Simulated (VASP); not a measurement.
# Au (P6_3/mmc) in VASP: further runs, part 2 of 2

VASP 6.6.1. The steps go on from the part before.

## 3. Relaxation of cell and atoms, RPBE

This run uses another cell than the first one, of 16.96 Å³/atom, 0.916 times its volume.

INCAR

```
PREC = Accurate
ENCUT = 600
EDIFF = 1E-6
ISMEAR = -1
SIGMA = 0.1
LREAL = F
LASPH = T
NELM = 60
ALGO = Normal
ISIF = 3
LWAVE = F
LCHARG = F
GGA = RP
IBRION = 2
NSW = 80
EDIFFG = -0.01
```

KPOINTS

```
Automatic mesh
0
Gamma
  13 13 4
```

POSCAR

```
Au
1.0
    2.8837471341      0.0000000000      0.0000000000
   -1.4418735670      2.4973982762      0.0000000000
    0.0000000000      0.0000000000      9.4183181399
Au
4
Direct
    0.0000000000      0.0000000000      0.0000000000
    0.0000000000      0.0000000000      0.5000000000
    0.3333333333      0.6666666667      0.2500000000
    0.6666666667      0.3333333333      0.7500000000
```

Potentials or basis: VASP PAW PBE potentials, release 64 (Au).

Launch:

```console
> cat potpaw_PBE.64/Au/POTCAR > POTCAR
> mpirun -np 1 vasp_std > vasp.out
```

OUTCAR:

```text
PREC = Accurate
   ENCUT = 600
   EDIFF = 1E-6
   ISMEAR = -1
   LREAL = F
   LASPH = T
   NELM = 60
   ISIF = 3
   GGA = RP
   IBRION = 2
   NSW = 80
   EDIFFG = -0.01

 ion  position               nearest neighbor table
   1  0.000  0.000  0.000-   3 2.88   4 2.88   3 2.88   4 2.88   4 2.88   3 2.88
   2  0.000  0.000  0.500-   3 2.88   4 2.88   3 2.88   4 2.88   4 2.88   3 2.88
   3  0.333  0.667  0.250-   1 2.88   2 2.88   1 2.88   2 2.88   1 2.88   2 2.88
   4  0.667  0.333  0.750-   1 2.88   2 2.88   1 2.88   2 2.88   1 2.88   2 2.88

  LATTYP: Found a hexagonal cell.
 ALAT       =     2.8837471341
 C/A-ratio  =     3.2660000000

  Lattice vectors:

 A1 = (   2.8837471341,   0.0000000000,   0.0000000000)
 A2 = (  -1.4418735670,   2.4973982762,   0.0000000000)
 A3 = (   0.0000000000,   0.0000000000,   9.4183181399)

Analysis of symmetry for initial positions (statically):
=====================================================================
 Subroutine PRICEL returns:
 Original cell was already a primitive cell.

 Routine SETGRP: Setting up the symmetry group for a
 hexagonal supercell.

 Subroutine GETGRP returns: Found 24 space group operations
 (whereof 12 operations were pure point group operations)
 out of a pool of 24 trial point group operations.

The static configuration has the point symmetry D_3d.
 The point group associated with its full space group is D_6h.

Analysis of symmetry for dynamics (positions and initial velocities):
=====================================================================
 Subroutine PRICEL returns:
 Original cell was already a primitive cell.

 Routine SETGRP: Setting up the symmetry group for a
 hexagonal supercell.

 Subroutine GETGRP returns: Found 24 space group operations
 (whereof 12 operations were pure point group operations)
 out of a pool of 24 trial point group operations.

The dynamic configuration has the point symmetry D_3d.
 The point group associated with its full space group is D_6h.

 Subroutine INISYM returns: Found 24 space group operations
 (whereof 12 operations are pure point group operations),
 and found     1 'primitive' translations

----------------------------------------------------------------------------------------

                                     Primitive cell

  volume of cell :      67.8295

  direct lattice vectors                    reciprocal lattice vectors
     2.883747134  0.000000000  0.000000000     0.346771043  0.200208355  0.000000000
    -1.441873567  2.497398276  0.000000000     0.000000000  0.400416709  0.000000000
     0.000000000  0.000000000  9.418318140     0.000000000  0.000000000  0.106176069

  length of vectors
     2.883747134  2.883747134  9.418318140     0.400416709  0.400416709  0.106176069

  position of ions in fractional coordinates (direct lattice)
     0.000000000  0.000000000  0.000000000
     0.000000000  0.000000000  0.500000000
     0.333333333  0.666666667  0.250000000
     0.666666667  0.333333333  0.750000000

  ion indices of the primitive-cell ions
   primitive index   ion index
                 1           1
                 2           2
[... 58 lines left out ...]
   total plane-waves  NPLWV =  46080
   dimension x,y,z NGX =    24 NGY =   24 NGZ =   80
   dimension x,y,z NGXF=    48 NGYF=   48 NGZF=  160
   ions per type =               4
   NGX,Y,Z   is equivalent  to a cutoff of  13.84, 13.84, 14.12 a.u.
   NGXF,Y,Z  is equivalent  to a cutoff of  27.67, 27.67, 28.24 a.u.
 SYSTEM =  unknown system
   PREC   = accura    normal or accurate (medium, high low for compatibility)
   ISTART =      0    job   : 0-new  1-cont  2-samecut
   ICHARG =      2    charge: 1-file 2-atom 10-const
   ISPIN  =      1    spin polarized calculation?
   LNONCOLLINEAR =      F non collinear calculations
   LSORBIT =      F    spin-orbit coupling
   LASPH  =      T    aspherical Exc in radial PAW
   ENCUT  =  600.0 eV  44.10 Ry    6.64 a.u.   5.76  5.76 18.81*2*pi/ulx,y,z
   NELM   =     60;   NELMIN=  2; NELMDL= -5     # of ELM steps
   EDIFF  = 0.1E-05   stopping-criterion for ELM
   LREAL  =      F    real-space projection
   EDIFFG = -.1E-01   stopping-criterion for IOM
   NSW    =     80    number of steps for IOM
   IBRION =      2    ionic relax: 0-MD 1-quasi-New 2-CG
   NFREE  =      1    steps in history (QN), initial steepest desc. (CG)
   ISIF   =      3    stress and relaxation
   ISYM   =      2    0-nonsym 1-usesym 2-fastsym
   POTIM  = 0.5000    time-step for ionic-motion
   TEBEG  =    0.0;   TEEND  =   0.0 temperature during run
   PSTRESS=    0.0 pullay stress
   NELECT =      44.0000    total number of electrons
   NUPDOWN=      -1.0000    fix difference up-down
   EMIN   =  10.00;   EMAX   =-10.00  energy-range for DOS
   EFERMI =   0.00;   METHOD = LEGACY
   ISMEAR =    -1;   SIGMA  =   0.10  broadening in eV -4-tet -1-fermi 0-gaus
   EFERMI_NEDOS =   21; number of points for ismear=-14 and -15
   IALGO  =     38    algorithm
   IMIX   =      4    mixing-type and parameters
     AMIX     =   0.40;   BMIX     =  1.00
     AMIX_MAG =   1.60;   BMIX_MAG =  1.00
  volume/ion in A,a.u.               =      16.96       114.43
  Fermi-wavevector in a.u.,A,eV,Ry     =   1.417162  2.678049 27.325249  2.008349
  Thomas-Fermi vector in A             =   2.538421
   LORBIT       =      0    0 simple, 1 ext, 2 COOP (PROOUT), +10 PAW based schemes
   GGA     = RP    functional components
   LHFCALC =     F    Hartree Fock is set to
   AEXX    =    0.0000 exact exchange contribution
   IVDW    =     0    specifies the selected vdW correction
   LEPSILON=     F    determine dielectric tensor
   LRPA    =     F    only Hartree local field effects (RPA)
 conjugate gradient relaxation of ions
 non-spin polarized calculation
  energy-cutoff  :      600.00
  volume of cell :       67.83
 maximum number of plane-waves:      2286
 NGX is ok and might be reduce to    24
   NGX = 11   NGY = 11   NGZ = 37

--------------------------------------- Ionic step        1  -------------------------------------------

 number of electron      44.0000007 magnetization

 Free energy of the ion-electron system (eV)
  ---------------------------------------------------
  ext. energy  EPLUGINS =         0.00000000
  ---------------------------------------------------
  free energy    TOTEN  =       -10.31982398 eV

  energy without entropy =      -10.28069040  energy(sigma->0) =      -10.30025719

------------------------ aborting loop because EDIFF is reached ----------------------------------------

  FORCE on cell =-STRESS in cart. coord.  units (eV):
  Direction    XX          YY          ZZ          XY          YZ          ZX
  --------------------------------------------------------------------------------------
  -------------------------------------------------------------------------------------
  Total        5.3861811      5.3861811      6.3230227      0.0000000     -0.0000000      0.0000000
  in kB      127.2252161    127.2252161    149.3540440      0.0000000     -0.0000000      0.0000000
  external PRESSURE =     134.6014921 kB  Pullay stress =       0.0000000 kB
[... 95 lines left out ...]
  FREE ENERGIE OF THE ION-ELECTRON SYSTEM (eV)
  ---------------------------------------------------
  free  energy   TOTEN  =       -10.5543992007 eV

  energy  without entropy=      -10.5130983944  energy(sigma->0) =      -10.53374880

[... ionic steps 4 to 7 ...]

--------------------------------------- Ionic step        8  -------------------------------------------

 number of electron      43.9999994 magnetization

------------------------ aborting loop because EDIFF is reached ----------------------------------------
[... 71 lines left out ...]
--------------------------------------- Ionic step       10  -------------------------------------------

 number of electron      43.9999994 magnetization

 Free energy of the ion-electron system (eV)
  ---------------------------------------------------
  ext. energy  EPLUGINS =         0.00000000
  ---------------------------------------------------
  free energy    TOTEN  =       -10.55908425 eV

  energy without entropy =      -10.52120585  energy(sigma->0) =      -10.54014505

 E-fermi :   8.3099     XC(G=0): -12.1353

 val. band max:        8.2596603020   @ k =   0.4615  -0.0000   0.2500
 cond. band min:       8.3182747170   @ k =   0.0769  -0.0000   0.0000
 fundamental gap:      0.0586144150
 Fermi energy:         8.3099352234

 k-point     1 :       0.0000    0.0000    0.0000
  band No.  band energies     occupation
      1      -0.7059      2.00000
      2       0.8900      2.00000
      3       0.8918      2.00000
      4       1.6172      2.00000
      5       3.8636      2.00000
      6       3.8724      2.00000
[... 685 lines left out ...]
     25      12.0979      0.00000
     26      16.4590      0.00000

 [... further k-points ...]
[... 5 lines left out ...]
  --------------------------------------------------------------------------------------
  -------------------------------------------------------------------------------------
  Total        0.0022656      0.0022656      0.0096281      0.0000000      0.0000000      0.0000000
  in kB        0.0490679      0.0490679      0.2085213      0.0000000      0.0000000      0.0000000
  external PRESSURE =       0.1022190 kB  Pullay stress =       0.0000000 kB
[... 19 lines left out ...]
  FREE ENERGIE OF THE ION-ELECTRON SYSTEM (eV)
  ---------------------------------------------------
  free  energy   TOTEN  =       -10.5590842525 eV

  energy  without entropy=      -10.5212058549  energy(sigma->0) =      -10.54014505

 reached required accuracy - stopping structural energy minimisation
```

CONTCAR:

```text
Au
   1.00000000000000
     2.9441704287424546    0.0000000000011858   -0.0000000000000000
    -1.4720852143191527    2.5497263843388116   -0.0000000000000000
    -0.0000000000000000   -0.0000000000000000    9.8546752287960189
  Au
     4
Direct
     1.0000000000000000    0.0000000000000000    0.0000000000000000
     1.0000000000000000    0.0000000000000000    0.5000000000000000
     0.3333333332999970    0.6666666667000030    0.2500000000000000
     0.6666666667000030    0.3333333332999970    0.7500000000000000

  0.00000000E+00  0.00000000E+00  0.00000000E+00
  0.00000000E+00  0.00000000E+00  0.00000000E+00
  0.00000000E+00  0.00000000E+00  0.00000000E+00
  0.00000000E+00  0.00000000E+00  0.00000000E+00
```

It took 5.6 min on 1 thread of Intel Xeon 6975P-C (Granite Rapids), shared host; peak memory 0.27 GiB.

Results:

```
Free energy                            : -10.5591 eV
Relaxed volume                         : 18.49 Å³/atom
Relaxed cell                           : a = 2.944 Å, b = 2.944 Å, c = 9.855 Å, α = 90.00°, β = 90.00°, γ = 120.00°
Space group after relaxing (to 0.05 Å) : P6_3/mmc (No. 194)
Energy gained by relaxing              : 59.8 meV/atom
Ionic steps                            : 10
Pressure after relaxing                : 0.0 GPa
Band gap on the k mesh                 : zero (band 22 reaches 11.07 eV, above the bottom of band 23 at 6.04 eV)
```

The path:
| step | energy change (eV) | largest force (eV/Å) | pressure (GPa) | volume (Å³) |
| --- | --- | --- | --- | --- |
| 1 | 0.0000 | 0.0000 | 13.46 | 67.83 |
| 2 | 0.0672 | 0.0000 | -9.56 | 82.79 |
| 3 | -0.2346 | 0.0000 | -0.29 | 74.12 |
| 4 | -0.2347 | 0.0000 | -0.08 | 73.99 |
| 5 | -0.2346 | 0.0000 | 0.13 | 73.87 |
| 6 | -0.2372 | 0.0000 | 0.17 | 73.85 |
| 7 | -0.2391 | 0.0000 | 0.27 | 73.82 |
| 8 | -0.2391 | 0.0000 | 0.26 | 73.82 |
| 9 | -0.2390 | 0.0000 | -0.39 | 74.20 |
| 10 | -0.2393 | 0.0000 | 0.01 | 73.98 |

Final structure:
```xyz
4
Lattice="2.9442 0.0000 0.0000 -1.4721 2.5497 0.0000 0.0000 0.0000 9.8547" Properties=species:S:1:pos:R:3 pbc="T T T"
Au    2.9442    0.0000    0.0000
Au    2.9442    0.0000    4.9273
Au    0.0000    1.6998    2.4637
Au    1.4721    0.8499    7.3910
```

Levels at points of the mesh, in eV from the Fermi level:
```
           k point  band 20  band 21  band 22  band 23  band 24  band 25
(0.00, 0.00, 0.00)    -2.57    -2.57    -2.08    -2.08    -0.74     2.33
(0.00, 0.00, 0.50)    -2.89    -2.27    -2.27    -2.27    -2.27     5.45
```

Caveat: the PAW data sets were made with another functional, which shifts forces and pressure a little; spin-orbit coupling is left out, which moves the levels of the heavy elements.

## 4. Single point, RPBE

INCAR

```
SYSTEM = Au
  PREC = Accurate
  ENCUT = 520
  EDIFF = 1E-7
  ISMEAR = -1
  SIGMA = 0.1
  LREAL = .FALSE.
  LASPH = .TRUE.
  NELM = 80
  ALGO = Normal
  ISIF = 2
  LWAVE = .FALSE.
  LCHARG = .TRUE.
  GGA = RP
  LELF = .TRUE.
  LVHAR = .TRUE.
  NBANDS = 30
```

KPOINTS

```
regular mesh
0
G
  13 13 4
  0 0 0
```

POSCAR

```
Au
1.0
    2.9452197828      0.0000000000      0.0000000000
   -1.4726098914      2.5506351517      0.0000000000
    0.0000000000      0.0000000000      9.8613586308
Au
4
Direct
    0.0000000000      0.0000000000      0.0000000000
    0.0000000000      0.0000000000      0.5000000000
    0.3333333333      0.6666666667      0.2500000000
    0.6666666667      0.3333333333      0.7500000000
```

Potentials or basis: VASP PAW PBE potentials, release 64 (Au).

Launch:

```console
> cat potpaw_PBE.64/Au/POTCAR > POTCAR
> mpirun -np 1 vasp_std > vasp.out
```

OUTCAR:

```text
SYSTEM = Au
   PREC = Accurate
   ENCUT = 520
   EDIFF = 1E-7
   ISMEAR = -1
   LREAL = .FALSE.
   LASPH = .TRUE.
   NELM = 80
   ISIF = 2
   GGA = RP

 ion  position               nearest neighbor table
   1  0.000  0.000  0.000-   3 2.99   4 2.99   4 2.99   3 2.99   4 2.99   3 2.99
   2  0.000  0.000  0.500-   3 2.99   4 2.99   4 2.99   3 2.99   4 2.99   3 2.99
   3  0.333  0.667  0.250-   1 2.99   2 2.99   1 2.99   2 2.99   1 2.99   2 2.99
   4  0.667  0.333  0.750-   1 2.99   2 2.99   1 2.99   2 2.99   1 2.99   2 2.99

  LATTYP: Found a hexagonal cell.
 ALAT       =     2.9452197828
 C/A-ratio  =     3.3482589953

  Lattice vectors:

 A1 = (   2.9452197828,   0.0000000000,   0.0000000000)
 A2 = (  -1.4726098914,   2.5506351517,   0.0000000000)
 A3 = (   0.0000000000,   0.0000000000,   9.8613586308)

Analysis of symmetry for initial positions (statically):
=====================================================================
 Subroutine PRICEL returns:
 Original cell was already a primitive cell.

 Routine SETGRP: Setting up the symmetry group for a
 hexagonal supercell.

 Subroutine GETGRP returns: Found 24 space group operations
 (whereof 12 operations were pure point group operations)
[... 171 lines left out ...]

 val. band max:        8.2406398202   @ k =   0.4615  -0.0000   0.2500
 cond. band min:       8.2994575126   @ k =   0.0769  -0.0000   0.0000
 fundamental gap:      0.0588176924
 Fermi energy:         8.2888791220

 k-point     1 :       0.0000    0.0000    0.0000
  band No.  band energies     occupation
      1      -0.7132      2.00000
      2       0.8799      2.00000
      3       0.8816      2.00000
      4       1.6069      2.00000
      5       3.8481      2.00000
      6       3.8585      2.00000
[... 781 lines left out ...]
     29      21.7936      0.00000
     30      22.9152      0.00000

 [... further k-points ...]

------------------------ aborting loop because EDIFF is reached ----------------------------------------

  FORCE on cell =-STRESS in cart. coord.  units (eV):
  Direction    XX          YY          ZZ          XY          YZ          ZX
  --------------------------------------------------------------------------------------
  -------------------------------------------------------------------------------------
  Total       -0.0998682     -0.0998682     -0.0910534     -0.0000000      0.0000000      0.0000000
  in kB       -2.1599059     -2.1599059     -1.9692638     -0.0000000      0.0000000      0.0000000
  external PRESSURE =      -2.0963585 kB  Pullay stress =       0.0000000 kB

 VOLUME and BASIS-vectors are now :
 -----------------------------------------------------------------------------
  energy-cutoff  :      520.00
  volume of cell :       74.08
      direct lattice vectors                 reciprocal lattice vectors
     2.945219783  0.000000000  0.000000000     0.339533235  0.196029604  0.000000000
    -1.472609891  2.550635152  0.000000000     0.000000000  0.392059209  0.000000000
     0.000000000  0.000000000  9.861358631     0.000000000  0.000000000  0.101405905

 POSITION                                       TOTAL-FORCE (eV/Angst)
 -----------------------------------------------------------------------------------
      0.00000      0.00000      0.00000        -0.000000      0.000000      0.000000
      0.00000      0.00000      4.93068        -0.000000      0.000000      0.000000
     -0.00000      1.70042      2.46534         0.000000     -0.000000     -0.000000
      1.47261      0.85021      7.39602         0.000000      0.000000      0.000000
 -----------------------------------------------------------------------------------
    total drift:                               -0.000000      0.000000     -0.000000

  FREE ENERGIE OF THE ION-ELECTRON SYSTEM (eV)
  ---------------------------------------------------
  free  energy   TOTEN  =       -10.5609074538 eV

  energy  without entropy=      -10.5230280376  energy(sigma->0) =      -10.54196775
```

It took 90 s on 1 thread of AMD EPYC 9R45 (Zen 5), shared host; peak memory 0.23 GiB.

What came out:

- Free energy: -10.5609 eV
- Pressure: -0.2 GPa
- Band gap on the k mesh: zero (band 22 reaches 11.04 eV, above the bottom of band 23 at 6.02 eV)

Levels at points of the mesh, in eV from the Fermi level:
```
           k point  band 20  band 21  band 22  band 23  band 24  band 25
(0.00, 0.00, 0.00)    -2.56    -2.56    -2.07    -2.07    -0.73     2.32
(0.00, 0.00, 0.50)    -2.88    -2.27    -2.27    -2.27    -2.27     5.44
```

Caveat: the PAW data sets were made with another functional, which shifts forces and pressure a little; spin-orbit coupling is left out, which moves the levels of the heavy elements.

## 5. Single point, RPBE (volume scaled by 0.88)

INCAR

```
ALGO = Normal
EDIFF = 1E-6
ENCUT = 520
GGA = RP
ISIF = 2
ISMEAR = -1
LASPH = T
LCHARG = T
LELF = T
LREAL = F
LVHAR = T
LWAVE = F
NBANDS = 30
NELM = 100
PREC = Accurate
SIGMA = 0.1
```

KPOINTS

```
k-points
0
Gamma
  14 14 4
```

POSCAR

```
Au
1.0
    2.8223569102      0.0000000000      0.0000000000
   -1.4111784551      2.4442327828      0.0000000000
    0.0000000000      0.0000000000      9.4499819123
Au
4
Direct
    0.0000000000      0.0000000000      0.0000000000
    0.0000000000      0.0000000000      0.5000000000
    0.3333333333      0.6666666667      0.2500000000
    0.6666666667      0.3333333333      0.7500000000
```

Launch:

```console
> cat potpaw_PBE.64/Au/POTCAR > POTCAR
> mpirun -np 1 vasp_std > vasp.out
```

Run time: 83 s. Hardware: 1 thread of AMD EPYC 9R45 (Zen 5), shared host; peak memory 0.22 GiB.

It converged, with:

```yaml
Free_energy: -10.0094 eV
Pressure: 22.2 GPa
Band_gap_on_the_k_mesh: zero (band 22 reaches 13.09 eV, above the bottom of band 23 at 7.94 eV)
```

Stress tensor (GPa, compression positive):
```
22.91  0.00  0.00
 0.00 22.91  0.00
 0.00  0.00 20.84
```

Levels at points of the mesh, in eV from the Fermi level:
| k point | band 19 | band 20 | band 21 | band 22 | band 23 | band 24 | band 25 | band 26 |
| --- | --- | --- | --- | --- | --- | --- | --- | --- |
| (0.00, 0.00, 0.00) | -3.07 | -2.78 | -2.78 | -2.16 | -2.16 | -1.33 | 2.98 | 10.91 |
| (0.50, 0.00, 0.00) | -1.78 | -1.74 | -0.69 | 0.13 | 1.21 | 1.53 | 3.97 | 4.15 |
| (0.00, 0.00, 0.50) | -3.36 | -3.36 | -2.41 | -2.41 | -2.41 | -2.41 | 6.12 | 6.12 |
| (0.50, 0.00, 0.50) | -1.75 | -1.75 | 0.27 | 0.27 | 1.33 | 1.33 | 4.39 | 4.39 |

Caveat: the cell differs from its parent crystal (volume scaled by 0.88); the PAW data sets were made with another functional, which shifts forces and pressure a little; spin-orbit coupling is left out, which moves the levels of the heavy elements.

## 6. Summary

```tsv
task	cell	k mesh	cutoff (eV)	gap on the mesh (eV)	pressure (GPa)
single point	a = 2.945, b = 2.945, c = 9.861 Å, angles 90.0, 90.0, 120.0°, 4 atoms	16 × 16 × 5	520	none	-0.1
relaxation of cell and atoms	relaxed from a = 2.884, b = 2.884, c = 9.418 Å, angles 90.0, 90.0, 120.0°, 4 atoms	13 × 13 × 4	600	none	0.0
single point	a = 2.945, b = 2.945, c = 9.861 Å, angles 90.0, 90.0, 120.0°, 4 atoms	13 × 13 × 4	520	none	-0.2
single point	a = 2.822, b = 2.822, c = 9.450 Å, angles 90.0, 90.0, 120.0°, 4 atoms	14 × 14 × 4	520	none	22.2
```

Alike in all rows: level RPBE; potentials or basis VASP PAW PBE potentials, release 64 (Au); no spin polarisation; smearing fermi-dirac 0.1 eV.

Caveats: the PAW data sets were made with another functional, which shifts forces and pressure a little; spin-orbit coupling is left out, which moves the levels of the heavy elements.

Total energies depend on the potentials used, so only differences within one code and one set of settings carry meaning.
